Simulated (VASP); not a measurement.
# AlN (P6_3mc) in VASP: notebook, part 2 of 2

VASP 6.6.1. The steps go on from the part before.

**4. Single point, r2SCAN**

This run uses another cell than the first one, of 10.42 Å³/atom.

POSCAR reads:

```
AlN
1.0
    3.0971629948      0.0000000000      0.0000000000
   -1.5485814974      2.6822218332      0.0000000000
    0.0000000000      0.0000000000     10.0339431351
Al N
4 4
Direct
    0.0000000000      0.0000000000     -0.0012654044
    0.3333333333      0.6666666667      0.2498392886
    0.0000000000      0.0000000000      0.4987345956
    0.6666666667      0.3333333333      0.7498392886
    0.0000000000      0.0000000000      0.1882105911
    0.3333333333      0.6666666667      0.4382155246
    0.0000000000      0.0000000000      0.6882105911
    0.6666666667      0.3333333333      0.9382155246
```

INCAR.step1 reads:

```
SYSTEM = AlN
  PREC = Accurate
  ENCUT = 520
  ISMEAR = 0
  SIGMA = 0.01
  LREAL = .FALSE.
  LASPH = .TRUE.
  NELM = 60
  NBANDS = 26
  GGA = PE
  ALGO = Normal
  EDIFF = 1E-4
  LWAVE = .TRUE.
  LCHARG = .FALSE.
```

INCAR.step2 reads:

```
SYSTEM = AlN
  PREC = Accurate
  ENCUT = 520
  EDIFF = 1E-6
  ISMEAR = 0
  SIGMA = 0.01
  LREAL = .FALSE.
  LASPH = .TRUE.
  NELM = 60
  ALGO = Normal
  ISIF = 2
  LWAVE = .FALSE.
  LCHARG = .FALSE.
  METAGGA = R2SCAN
  LMIXTAU = .TRUE.
  NBANDS = 26
  ISTART = 1
```

KPOINTS reads:

```
Automatic mesh
0
G
  9 9 2
  0 0 0
```

Potentials or basis: VASP PAW PBE potentials, release 64 (Al, N).

On the command line:

```
$ cat potpaw_PBE.64/Al/POTCAR potpaw_PBE.64/N/POTCAR > POTCAR
$ cp INCAR.step1 INCAR
$ mpirun -np 1 vasp_std > vasp.out
$ cp INCAR.step2 INCAR
$ mpirun -np 1 vasp_std > vasp.out
```

OUTCAR:

```text
SYSTEM = AlN
   PREC = Accurate
   ENCUT = 520
   EDIFF = 1E-6
   ISMEAR = 0
   LREAL = .FALSE.
   LASPH = .TRUE.
   NELM = 60
   ISIF = 2
   METAGGA = R2SCAN
   ISTART = 1

 ion  position               nearest neighbor table
   1  0.000  0.000  0.999-   8 1.89   8 1.89   8 1.89   5 1.90   4 3.07   4 3.07   4 3.07   2 3.09
                             2 3.09   2 3.09
   2  0.333  0.667  0.250-   6 1.89   5 1.89   5 1.89   5 1.89   3 3.07   3 3.07   3 3.07   1 3.09
                             1 3.09   1 3.09
   3  0.000  0.000  0.499-   6 1.89   6 1.89   6 1.89   7 1.90   2 3.07   2 3.07   2 3.07   4 3.09
                             4 3.09   4 3.09
   4  0.667  0.333  0.750-   8 1.89   7 1.89   7 1.89   7 1.89   1 3.07   1 3.07   1 3.07   3 3.09
[... 915 lines left out ...]
  external PRESSURE =      -3.9570633 kB  Pullay stress =       0.0000000 kB

 VOLUME and BASIS-vectors are now :
 -----------------------------------------------------------------------------
  energy-cutoff  :      520.00
  volume of cell :       83.35
      direct lattice vectors                 reciprocal lattice vectors
     3.097162995  0.000000000  0.000000000     0.322876129  0.186412620  0.000000000
    -1.548581497  2.682221833  0.000000000     0.000000000  0.372825240  0.000000000
     0.000000000  0.000000000 10.033943135     0.000000000  0.000000000  0.099661717

 POSITION                                       TOTAL-FORCE (eV/Angst)
 -----------------------------------------------------------------------------------
      0.00000      0.00000     10.02125        -0.000000      0.000000     -0.000185
     -0.00000      1.78815      2.50687        -0.000000      0.000000     -0.004129
      0.00000      0.00000      5.00427         0.000000     -0.000000     -0.000185
      1.54858      0.89407      7.52384         0.000000     -0.000000     -0.004129
      0.00000      0.00000      1.88849        -0.000000     -0.000000      0.002261
     -0.00000      1.78815      4.39703        -0.000000     -0.000000      0.002053
      0.00000      0.00000      6.90547        -0.000000     -0.000000      0.002261
      1.54858      0.89407      9.41400         0.000000     -0.000000      0.002053
 -----------------------------------------------------------------------------------
    total drift:                               -0.000000     -0.000000     -0.039749

  FREE ENERGIE OF THE ION-ELECTRON SYSTEM (eV)
  ---------------------------------------------------
  free  energy   TOTEN  =       -76.8117146631 eV

  energy  without entropy=      -76.8117146631  energy(sigma->0) =      -76.81171466
```

OUTCAR.step1:

```text
SYSTEM = AlN
   PREC = Accurate
   ENCUT = 520
   ISMEAR = 0
   LREAL = .FALSE.
   LASPH = .TRUE.
   NELM = 60
[... 944 lines left out ...]
     -0.00000      1.78815      4.39703         0.000000      0.000000      0.006029
      0.00000      0.00000      6.90547         0.000000      0.000000      0.001767
      1.54858      0.89407      9.41400        -0.000000      0.000000      0.006029
 -----------------------------------------------------------------------------------
    total drift:                               -0.000000     -0.000000     -0.000324

  FREE ENERGIE OF THE ION-ELECTRON SYSTEM (eV)
  ---------------------------------------------------
  free  energy   TOTEN  =       -59.4461994919 eV

  energy  without entropy=      -59.4461994919  energy(sigma->0) =      -59.44619949
```

OSZICAR.step1:

```text
N       E                     dE             d eps       ncg     rms          rms(c)
DAV:   1     0.110334784267E+03    0.11033E+03   -0.14387E+04  1248   0.108E+03
DAV:   2    -0.595177116446E+02   -0.16985E+03   -0.15871E+03  1670   0.232E+02
DAV:   3    -0.688807797043E+02   -0.93631E+01   -0.93148E+01  1674   0.548E+01
DAV:   4    -0.689639506002E+02   -0.83171E-01   -0.83127E-01  1496   0.592E+00
DAV:   5    -0.689651825259E+02   -0.12319E-02   -0.12316E-02  1680   0.720E-01    0.173E+01
DAV:   6    -0.594167263915E+02    0.95485E+01   -0.30425E+01  1544   0.292E+01    0.599E+00
DAV:   7    -0.594732578455E+02   -0.56531E-01   -0.15475E+00  1458   0.638E+00    0.420E+00
DAV:   8    -0.594542991399E+02    0.18959E-01   -0.14573E-01  1478   0.261E+00    0.657E-01
DAV:   9    -0.594451302935E+02    0.91688E-02   -0.36158E-02  1660   0.982E-01    0.313E-01
DAV:  10    -0.594463982870E+02   -0.12680E-02   -0.57018E-03  1512   0.383E-01    0.196E-01
DAV:  11    -0.594461954182E+02    0.20287E-03   -0.65071E-04  1476   0.144E-01    0.441E-02
DAV:  12    -0.594461994919E+02   -0.40737E-05   -0.21173E-05   780   0.312E-02
   1 F= -.59446199E+02 E0= -.59446199E+02  d E =-.310021E-11
```

It took 3.8 min on 1 thread of Intel Xeon 8259CL, shared host; peak memory 0.22 GiB.

Results:

- Free energy: -76.8117 eV
- Pressure: -0.4 GPa
- Largest force: 0.004 eV/Å
- Band gap on the k mesh: 4.79 eV (least direct gap 4.90 eV)

Forces in eV/Å, atoms in the order of the input:
```
Al   0.000  0.000  0.000
Al   0.000  0.000 -0.004
Al   0.000  0.000  0.000
Al   0.000  0.000 -0.004
N    0.000  0.000  0.002
N    0.000  0.000  0.002
N    0.000  0.000  0.002
N    0.000  0.000  0.002
```

Levels at points of the mesh, in eV from the valence-band top:
```
           k point  band 13  band 14  band 15  band 16  band 17  band 18  band 19  band 20
(0.00, 0.00, 0.00)    -0.36    -0.10    -0.10     0.00     4.90     7.11     7.38     7.89
(0.00, 0.00, 0.50)    -0.18    -0.18    -0.18    -0.18     5.85     5.85     7.85     7.85
```

Caveat: the PAW data sets were made with another functional, which shifts forces and pressure a little; an odd mesh through Γ misses points on the zone boundary, where band edges can lie.

**5. Summary**

| cell | gap on the mesh (eV) | pressure (GPa) | largest force (eV/Å) |
| --- | --- | --- | --- |
| a = 3.034, b = 3.034, c = 9.829 Å, angles 90.0, 90.0, 120.0°, 8 atoms | 4.89 | 14.4 | 0.03 |
| a = 3.066, b = 3.066, c = 9.933 Å, angles 90.0, 90.0, 120.0°, 8 atoms | 4.84 | 6.4 | 0.01 |
| a = 3.097, b = 3.097, c = 10.034 Å, angles 90.0, 90.0, 120.0°, 8 atoms | 4.79 | -0.4 | - |

Alike in all rows: task single point; level r2SCAN; potentials or basis VASP PAW PBE potentials, release 64 (Al, N); no spin polarisation; k mesh 9 × 9 × 2; cutoff (eV) 520; smearing gaussian 0.01 eV.

Caveats: the PAW data sets were made with another functional, which shifts forces and pressure a little; an odd mesh through Γ misses points on the zone boundary, where band edges can lie; the cell stands under pressure (at least some runs).

Absolute energies hang on the potentials; compare differences alone.
